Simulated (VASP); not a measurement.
# Si (C2/m) in VASP: a series of runs

Runs on Si. Level: LDA. Tasks: single point.

Everything below comes from runs of VASP 6.6.1. Logs are shortened: lines on timing, memory, paths and dates and some standing lists are left out, and cuts for length are marked.

## (1) The cell of the first run

The structure is monoclinic, space group C2/m (No. 12). The conventional cell has a = 4.866 Å, b = 9.177 Å, c = 3.505 Å, α = 90.00°, β = 131.02°, γ = 90.00°. Si (site symmetry m) has 8 Si at 2.43 to 2.86 Å within 3.2 Å. Si (site symmetry 2) has 20 Si at 2.47 to 3.83 Å within 3.9 Å.

## (2) Single point, LDA (strain -0.0500 x Voigt [0, 0, 0, 0, 0, 1])

INCAR

```
SYSTEM = Si
ALGO = Fast
EDIFF = 1E-7
ENCUT = 520
GGA = CA
ISIF = 2
ISMEAR = 0
LASPH = .True.
LCHARG = .True.
LELF = .True.
LREAL = .False.
LVHAR = .True.
LWAVE = .False.
NBANDS = 16
NELM = 80
PREC = Accurate
SIGMA = 0.15
```

KPOINTS

```
k-points
0
Gamma
  14 14 14
  0 0 0
```

POSCAR

```
Si
1.0
   -0.0661838564      2.6473542551      4.5885893296
    2.4320087322     -0.0608002183      4.5885893296
    2.3658248758      2.5865540368      0.0000000000
Si
4
Direct
    0.7297169282      0.2702830718      0.7297169282
    0.2702830718      0.7297169282      0.2702830718
    0.7744251954      0.7744251954      0.2255748046
    0.2255748046      0.2255748046      0.7744251954
```

Potentials or basis: VASP PAW LDA potentials, release 64 (Si).

Launch:

```
cat potpaw_LDA.64/Si/POTCAR > POTCAR
mpirun -np 1 vasp_std > vasp.out
```

OUTCAR:

```text
SYSTEM = Si
   EDIFF = 1E-7
   ENCUT = 520
   GGA = CA
   ISIF = 2
   ISMEAR = 0
   LASPH = .True.
   LREAL = .False.
   NELM = 80
   PREC = Accurate

 ion  position               nearest neighbor table
   1  0.730  0.270  0.730-   2 2.43   2 2.43   2 2.45   3 2.52   4 2.52   3 2.80   4 2.80   2 2.86

   2  0.270  0.730  0.270-   1 2.43   1 2.43   1 2.45   3 2.52   4 2.52   4 2.80   3 2.80   1 2.86

   3  0.774  0.774  0.226-   4 2.47   4 2.47   1 2.52   2 2.52   4 2.69   4 2.69   2 2.80   1 2.80

   4  0.226  0.226  0.774-   3 2.47   3 2.47   1 2.52   2 2.52   3 2.69   3 2.69   2 2.80   1 2.80

  LATTYP: Found a base centered monoclinic cell.
 ALAT       =     4.8655372324
 B/A-ratio  =     1.8861593737
 C/A-ratio  =     0.7204419712
 COS(beta)  =    -0.6562684544

  Lattice vectors:

 A1 = (  -2.4320087322,   0.0608002183,  -4.5885893296)
 A2 = (  -2.4320087322,   0.0608002183,   4.5885893296)
 A3 = (   2.3658248758,   2.5865540368,   0.0000000000)

Analysis of symmetry for initial positions (statically):
=====================================================================
 Subroutine PRICEL returns:
 Original cell was already a primitive cell.

 Routine SETGRP: Setting up the symmetry group for a
 base centered monoclinic supercell.

 Subroutine GETGRP returns: Found  4 space group operations
 (whereof  4 operations were pure point group operations)
 out of a pool of  4 trial point group operations.

The static configuration has the point symmetry C_2h.

Analysis of symmetry for dynamics (positions and initial velocities):
=====================================================================
 Subroutine PRICEL returns:
 Original cell was already a primitive cell.

 Routine SETGRP: Setting up the symmetry group for a
 base centered monoclinic supercell.

 Subroutine GETGRP returns: Found  4 space group operations
 (whereof  4 operations were pure point group operations)
 out of a pool of  4 trial point group operations.

The dynamic configuration has the point symmetry C_2h.

 Subroutine INISYM returns: Found  4 space group operations
 (whereof  4 operations are pure point group operations),
 and found     1 'primitive' translations

----------------------------------------------------------------------------------------

                                     Primitive cell

  volume of cell :      59.0493

  direct lattice vectors                    reciprocal lattice vectors
    -0.066183856  2.647354255  4.588589330    -0.200995294  0.183842927  0.108965951
     2.432008732 -0.060800218  4.588589330     0.200995294 -0.183842927  0.108965951
     2.365824876  2.586554037  0.000000000     0.210444590  0.194128925 -0.108965951

  length of vectors
     5.297925716  5.193603294  3.505337235     0.293378439  0.293378439  0.306343832

  position of ions in fractional coordinates (direct lattice)
     0.729716928  0.270283072  0.729716928
     0.270283072  0.729716928  0.270283072
     0.774425195  0.774425195  0.225574805
     0.225574805  0.225574805  0.774425195

  ion indices of the primitive-cell ions
   primitive index   ion index
                 1           1
                 2           2
                 3           3
                 4           4

----------------------------------------------------------------------------------------

 KPOINTS: k-points

Automatic generation of k-mesh.
 Grid dimensions read from file:
 generate k-points for:   14   14   14

 Generating k-lattice:

  Cartesian coordinates                     Fractional coordinates (reciprocal lattice)
    -0.014356807  0.013131638  0.007783282     0.071428571  0.000000000  0.000000000
     0.014356807 -0.013131638  0.007783282    -0.000000000  0.071428571  0.000000000
     0.015031756  0.013866352 -0.007783282     0.000000000  0.000000000  0.071428571

  Length of vectors
     0.020955603  0.020955603  0.021881702

  Shift w.r.t. Gamma in fractional coordinates (k-lattice)
     0.000000000  0.000000000  0.000000000

 Subroutine IBZKPT returns following result:
 ===========================================

 Found    744 irreducible k-points:

 Following reciprocal coordinates:
            Coordinates               Weight
  0.000000  0.000000  0.000000      1.000000
  0.071429  0.000000  0.000000      4.000000
  0.142857  0.000000 -0.000000      4.000000
  0.214286  0.000000  0.000000      4.000000
  0.285714  0.000000 -0.000000      4.000000
  0.357143  0.000000  0.000000      4.000000
[... 16 lines left out ...]
  0.214286  0.142857 -0.000000      4.000000
  0.285714  0.142857 -0.000000      4.000000
 [... further k-points ...]
   k-points           NKPTS =    744   k-points in BZ     NKDIM =    744   number of bands    NBANDS=     16
   number of dos      NEDOS =    301   number of ions     NIONS =      4
   total plane-waves  NPLWV =  44800
   dimension x,y,z NGX =    40 NGY =   40 NGZ =   28
   dimension x,y,z NGXF=    80 NGYF=   80 NGZF=   56
   ions per type =               4
[... 69 lines left out ...]
  band No.  band energies     occupation
      1      -4.4561      2.00000
      2       1.8229      2.00000
      3       2.7228      2.00000
      4       6.4827      2.00000
      5       6.7660      2.00000
      6       7.5324      2.00000
[... 8 lines left out ...]
     15      17.9336      0.00000
     16      18.0685      0.00000

 k-point     2 :       0.0714    0.0000    0.0000
  band No.  band energies     occupation
      1      -4.3932      2.00000
      2       1.6835      2.00000
      3       2.9760      2.00000
      4       5.6186      2.00000
      5       6.1085      2.00000
      6       7.4816      2.00000
[... 8 lines left out ...]
     15      17.5231      0.00000
     16      18.3391      0.00000

 k-point     3 :       0.1429    0.0000   -0.0000
  band No.  band energies     occupation
      1      -4.2045      2.00000
      2       1.4727      2.00000
      3       3.4986      2.00000
      4       4.3231      2.00000
      5       5.2122      2.00000
      6       7.5239      2.00000
[... 8 lines left out ...]
     15      17.5204      0.00000
     16      18.0777      0.00000

 k-point     4 :       0.2143    0.0000    0.0000
  band No.  band energies     occupation
      1      -3.8904      2.00000
      2       1.3346      2.00000
      3       2.9137      2.00000
      4       4.2339      2.00000
      5       4.4422      2.00000
      6       7.6131      2.00000
[... 8 lines left out ...]
     15      16.9801      0.00000
     16      17.8008      0.00000

 k-point     5 :       0.2857    0.0000   -0.0000
  band No.  band energies     occupation
      1      -3.4518      2.00000
      2       1.2996      2.00000
      3       1.6922      2.00000
      4       3.5878      2.00000
      5       5.1583      2.00000
      6       7.7598      2.00000
[... 8 lines left out ...]
     15      15.9810      0.00000
     16      17.4755      0.00000

 k-point     6 :       0.3571    0.0000    0.0000
  band No.  band energies     occupation
      1      -2.8899      2.00000
      2       0.5529      2.00000
      3       1.3756      2.00000
      4       2.9398      2.00000
      5       6.1029      2.00000
      6       7.9696      2.00000
[... 8 lines left out ...]
     15      16.7039      0.00000
     16      17.3220      0.00000
[... 267 lines left out ...]
 k-point    21 :      -0.0714    0.0714    0.0000
  band No.  band energies     occupation
      1      -4.2392      2.00000
      2       2.0301      2.00000
      3       2.9101      2.00000
      4       4.5810      2.00000
      5       4.8698      2.00000
      6       7.6431      2.00000
[... 8 lines left out ...]
     15      17.3961      0.00000
     16      18.0446      0.00000

 k-point    22 :       0.1429    0.1429    0.0000
  band No.  band energies     occupation
      1      -4.3170      2.00000
      2       0.4700      2.00000
      3       4.2947      2.00000
      4       6.1932      2.00000
      5       6.3119      2.00000
      6       7.4242      2.00000
[... 8 lines left out ...]
     15      16.8361      0.00000
     16      17.1863      0.00000

 k-point    23 :       0.2143    0.1429   -0.0000
  band No.  band energies     occupation
      1      -4.1847      2.00000
      2       0.1345      2.00000
      3       4.7030      2.00000
      4       5.1541      2.00000
      5       6.8132      2.00000
      6       7.0821      2.00000
[... 8 lines left out ...]
     15      16.6232      0.00000
     16      17.2510      0.00000

 k-point    24 :       0.2857    0.1429   -0.0000
  band No.  band energies     occupation
      1      -3.9269      2.00000
      2      -0.0828      2.00000
      3       3.6070      2.00000
      4       5.6019      2.00000
      5       6.2699      2.00000
      6       7.0951      2.00000
[... 8 lines left out ...]
     15      16.7036      0.00000
     16      17.1089      0.00000

 [... further k-points ...]

------------------------ aborting loop because EDIFF is reached ----------------------------------------

  FORCE on cell =-STRESS in cart. coord.  units (eV):
  Direction    XX          YY          ZZ          XY          YZ          ZX
  --------------------------------------------------------------------------------------
  -------------------------------------------------------------------------------------
  Total        0.0899585      0.1867057     -0.2195673      1.4937354      0.0000000      0.0000000
  in kB        2.4408321      5.0658613     -5.9574919     40.5293273      0.0000000      0.0000000
  external PRESSURE =       0.5164005 kB  Pullay stress =       0.0000000 kB

 VOLUME and BASIS-vectors are now :
 -----------------------------------------------------------------------------
  energy-cutoff  :      520.00
  volume of cell :       59.05
      direct lattice vectors                 reciprocal lattice vectors
    -0.066183856  2.647354255  4.588589330    -0.200995294  0.183842927  0.108965951
     2.432008732 -0.060800218  4.588589330     0.200995294 -0.183842927  0.108965951
     2.365824876  2.586554037  0.000000000     0.210444590  0.194128925 -0.108965951

 POSITION                                       TOTAL-FORCE (eV/Angst)
 -----------------------------------------------------------------------------------
      2.33542      3.80284      4.58859         0.010186     -0.003301      0.000000
      2.39623      1.37027      4.58859        -0.010186      0.003301      0.000000
      2.36582      2.58655      7.10704         0.000000     -0.000000     -0.019472
      2.36582      2.58655      2.07014        -0.000000      0.000000      0.019472
 -----------------------------------------------------------------------------------
    total drift:                                0.000000     -0.000000      0.000000

  FREE ENERGIE OF THE ION-ELECTRON SYSTEM (eV)
  ---------------------------------------------------
  free  energy   TOTEN  =       -22.9441813578 eV

  energy  without entropy=      -22.9286025785  energy(sigma->0) =      -22.93639197
```

Wall time 8.3 min (1 thread of Oxide Virtual Turin-like, shared host); peak memory 0.53 GiB.

What came out:

| Quantity | Value |
| --- | --- |
| Free energy | -22.9442 eV |
| Pressure | 0.1 GPa |
| Largest force | 0.019 eV/Å |
| Band gap on the k mesh | zero (bands 8 and 9 overlap by 3.96 eV) |

Forces in eV/Å, atoms in the order of the input:
```
Si   0.010 -0.003  0.000
Si  -0.010  0.003  0.000
Si   0.000  0.000 -0.019
Si   0.000  0.000  0.019
```

Stress tensor (GPa, compression positive):
```
 0.24  4.05  0.00
 4.05  0.51  0.00
 0.00  0.00 -0.60
```

Levels at points of the mesh, in eV from the Fermi level:
| k point | band 5 | band 6 | band 7 | band 8 | band 9 | band 10 | band 11 | band 12 |
| --- | --- | --- | --- | --- | --- | --- | --- | --- |
| (0.00, 0.00, 0.00) | -2.76 | -1.99 | -1.93 | -1.70 | -1.67 | 1.39 | 1.80 | 5.02 |
| (0.50, 0.00, 0.00) | -1.58 | -1.24 | -0.92 | 0.26 | 0.67 | 0.74 | 3.42 | 3.47 |
| (0.50, 0.50, 0.00) | -2.49 | -2.37 | 0.31 | 1.00 | 1.83 | 2.52 | 2.83 | 2.98 |
| (0.00, 0.00, 0.50) | -1.80 | -1.56 | -1.19 | -0.08 | 0.09 | 0.12 | 2.62 | 2.66 |
| (0.50, 0.00, 0.50) | -5.60 | -5.33 | -2.83 | -2.53 | -1.95 | -1.77 | 5.34 | 6.07 |
| (0.00, 0.50, 0.50) | -6.90 | -6.59 | -2.60 | -2.06 | -1.78 | 1.38 | 4.79 | 5.24 |

Caveat: the cell differs from its parent crystal (strain -0.0500 x Voigt [0, 0, 0, 0, 0, 1]).

## (3) Single point, LDA (strain +0.0375 x Voigt [0, 0, 0, 0, 0, 1])

INCAR

```
SYSTEM = Si
ALGO = Fast
EDIFF = 1E-6
ENCUT = 520
ISIF = 2
ISMEAR = 0
LASPH = .TRUE.
LCHARG = .FALSE.
LREAL = .FALSE.
LWAVE = .FALSE.
NBANDS = 16
NELM = 100
PREC = Accurate
SIGMA = 0.15
```

KPOINTS

```
k-points
0
G
  14 14 14
  0 0 0
```

POSCAR

```
Si
1.0
    0.0496378923      2.6473542551      4.5885893296
    2.4320087322      0.0456001637      4.5885893296
    2.4816466245      2.6929544188      0.0000000000
Si
4
Direct
    0.7297169282      0.2702830718      0.7297169282
    0.2702830718      0.7297169282      0.2702830718
    0.7744251954      0.7744251954      0.2255748046
    0.2255748046      0.2255748046      0.7744251954
```

Potentials or basis: VASP PAW LDA potentials, release 64 (Si).

Launch:

```
cat potpaw_LDA.64/Si/POTCAR > POTCAR
mpirun -np 1 vasp_std > vasp.out
```

Run time: 12 min. Hardware: 1 thread of Oxide Virtual Turin-like, shared host; peak memory 0.52 GiB.

Results (log left out):

* Free energy: -22.9607 eV
* Pressure: 0.1 GPa
* Largest force: 0.019 eV/Å
* Band gap on the k mesh: zero (bands 8 and 9 overlap by 3.96 eV)

Forces on the atoms (eV/Å):
```
Si  -0.010 -0.001  0.000
Si   0.010  0.001  0.000
Si   0.000  0.000 -0.019
Si   0.000  0.000  0.019
```

Stress tensor (GPa, compression positive):
```
 0.21 -3.09  0.00
-3.09  0.42  0.00
 0.00  0.00 -0.46
```

Levels at points of the mesh, in eV from the Fermi level:
| k point | band 4 | band 5 | band 6 | band 7 | band 8 | band 9 | band 10 | band 11 | band 12 | band 13 |
| --- | --- | --- | --- | --- | --- | --- | --- | --- | --- | --- |
| (0.00, 0.00, 0.00) | -2.96 | -2.67 | -2.04 | -1.96 | -1.81 | -1.64 | 1.35 | 1.75 | 5.00 | 6.27 |
| (0.50, 0.00, 0.00) | -7.19 | -1.74 | -1.51 | -1.20 | -0.03 | 0.15 | 0.16 | 2.71 | 2.76 | 4.12 |
| (0.50, 0.50, 0.00) | -3.92 | -2.57 | -2.45 | 0.31 | 1.00 | 1.84 | 2.54 | 2.89 | 3.07 | 4.13 |
| (0.00, 0.00, 0.50) | -7.36 | -1.57 | -1.27 | -1.00 | 0.21 | 0.57 | 0.65 | 3.31 | 3.36 | 4.68 |
| (0.50, 0.00, 0.50) | -7.05 | -5.61 | -5.34 | -2.84 | -2.54 | -1.96 | -1.78 | 5.34 | 6.06 | 7.66 |
| (0.00, 0.50, 0.50) | -7.04 | -6.91 | -6.59 | -2.60 | -2.06 | -1.79 | 1.38 | 4.79 | 5.24 | 6.03 |

Caveat: the cell differs from its parent crystal (strain +0.0375 x Voigt [0, 0, 0, 0, 0, 1]).

## (4) Single point, LDA (strain +0.0125 x Voigt [0, 0, 0, 0, 0, 1])

INCAR

```
ALGO     = Fast           # electronic algorithm
EDIFF    = 1E-6           # SCF threshold, eV
ENCUT    = 520            # plane-wave cutoff, eV
ISIF     = 2              # what is computed and relaxed
ISMEAR   = 0              # smearing method
LASPH    = T              # aspherical terms in the spheres
LCHARG   = F              # write CHGCAR
LREAL    = F              # projectors in reciprocal space
LWAVE    = F              # write WAVECAR
NBANDS   = 16             # bands
NELM     = 100            # most SCF steps
PREC     = Accurate       # precision mode
SIGMA    = 0.15           # smearing width, eV
```

KPOINTS

```
k-points
0
Gamma
  14 14 14
```

POSCAR

```
Si
1.0
    0.0165459641      2.6473542551      4.5885893296
    2.4320087322      0.0152000546      4.5885893296
    2.4485546963      2.6625543097      0.0000000000
Si
4
Direct
    0.7297169282      0.2702830718      0.7297169282
    0.2702830718      0.7297169282      0.2702830718
    0.7744251954      0.7744251954      0.2255748046
    0.2255748046      0.2255748046      0.7744251954
```

Launch:

```
cat potpaw_LDA.64/Si/POTCAR > POTCAR
mpirun -np 1 vasp_std > vasp.out
```

Run time: 13 min. Hardware: 1 thread of Oxide Virtual Turin-like, shared host; peak memory 0.52 GiB.

It converged, with:

* Free energy: -22.9801 eV
* Pressure: 0.1 GPa
* Largest force: 0.020 eV/Å
* Band gap on the k mesh: zero (bands 8 and 9 overlap by 3.93 eV)

Forces on the atoms (eV/Å):
```
Si  -0.004 -0.006  0.000
Si   0.004  0.006  0.000
Si   0.000  0.000 -0.020
Si   0.000  0.000  0.020
```

Stress tensor (GPa, compression positive):
```
 0.21 -1.09  0.00
-1.09  0.19  0.00
 0.00  0.00 -0.20
```

Levels at points of the mesh, in eV from the Fermi level:
| k point | band 5 | band 6 | band 7 | band 8 | band 9 | band 10 | band 11 | band 12 |
| --- | --- | --- | --- | --- | --- | --- | --- | --- |
| (0.00, 0.00, 0.00) | -2.53 | -2.20 | -1.98 | -1.93 | -1.61 | 1.29 | 1.69 | 4.98 |
| (0.50, 0.00, 0.00) | -1.65 | -1.43 | -1.19 | 0.05 | 0.24 | 0.30 | 2.90 | 2.94 |
| (0.50, 0.50, 0.00) | -2.67 | -2.55 | 0.30 | 1.00 | 1.85 | 2.55 | 2.96 | 3.19 |
| (0.00, 0.00, 0.50) | -1.59 | -1.35 | -1.13 | 0.12 | 0.39 | 0.46 | 3.10 | 3.14 |
| (0.50, 0.00, 0.50) | -5.62 | -5.34 | -2.85 | -2.55 | -1.97 | -1.79 | 5.32 | 6.04 |
| (0.00, 0.50, 0.50) | -6.92 | -6.60 | -2.62 | -2.07 | -1.81 | 1.37 | 4.78 | 5.22 |

Caveat: the cell differs from its parent crystal (strain +0.0125 x Voigt [0, 0, 0, 0, 0, 1]).

## (5) Summary

```tsv
cell	further INCAR settings	gap on the mesh (eV)	pressure (GPa)	largest force (eV/Å)
a = 5.298, b = 5.194, c = 3.505 Å, angles 72.1, 68.9, 41.1°, 4 atoms	ALGO = Fast; EDIFF = 1e-07; NBANDS = 16	none	0.1	0.02
a = 5.298, b = 5.193, c = 3.662 Å, angles 71.1, 68.0, 39.3°, 4 atoms	ALGO = Fast; EDIFF = 1e-06; NBANDS = 16	none	0.1	0.02
a = 5.298, b = 5.193, c = 3.617 Å, angles 71.4, 68.3, 39.8°, 4 atoms	ALGO = Fast; EDIFF = 1e-06; NBANDS = 16	none	0.1	0.02
```

Alike in all rows: task single point; level LDA; potentials or basis VASP PAW LDA potentials, release 64 (Si); no spin polarisation; k mesh 14 × 14 × 14; cutoff (eV) 520; smearing gaussian 0.15 eV.

Absolute energies hang on the potentials; compare differences alone.
